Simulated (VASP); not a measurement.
Here is a VASP 6.6.1 calculation.

INCAR

```
ALGO     = Normal         # electronic algorithm
EDIFF    = 1E-6           # SCF threshold, eV
ENCUT    = 520            # plane-wave cutoff, eV
GGA      = CA             # functional
ISIF     = 2              # what is computed and relaxed
ISMEAR   = -1             # smearing method
LASPH    = T              # aspherical terms in the spheres
LCHARG   = F              # write CHGCAR
LREAL    = F              # projectors in reciprocal space
LWAVE    = F              # write WAVECAR
NBANDS   = 21             # bands
NELM     = 100            # most SCF steps
PREC     = Accurate       # precision mode
SIGMA    = 0.05           # smearing width, eV
```

KPOINTS

```
k-points
0
Gamma
  11 11 11
```

POSCAR

```
Ge
1.0
   -2.5396950521      2.5396950521      1.3785263734
    2.5396950521     -2.5396950521      1.3785263734
    2.5396950521      2.5396950521     -1.3785263734
Ge
2
Direct
    0.5000000000      0.5000000000      0.0000000000
    0.2500000000      0.7500000000      0.5000000000
```

Potentials or basis: VASP PAW LDA potentials, release 64 (Ge_d).

The run is started by

```bash
$ cat potpaw_LDA.64/Ge_d/POTCAR > POTCAR
$ mpirun -np 1 vasp_std > vasp.out
```

Question: Predict the pressure.

Answer: 0.8 GPa.

Question: Estimate the band gap on the k mesh.

Answer: Zero (band 14 reaches 8.80 eV, above the bottom of band 15 at 3.87 eV).

Stress tensor (GPa, compression positive):
```
0.83 0.00 0.00
0.00 0.83 0.00
0.00 0.00 0.71
```
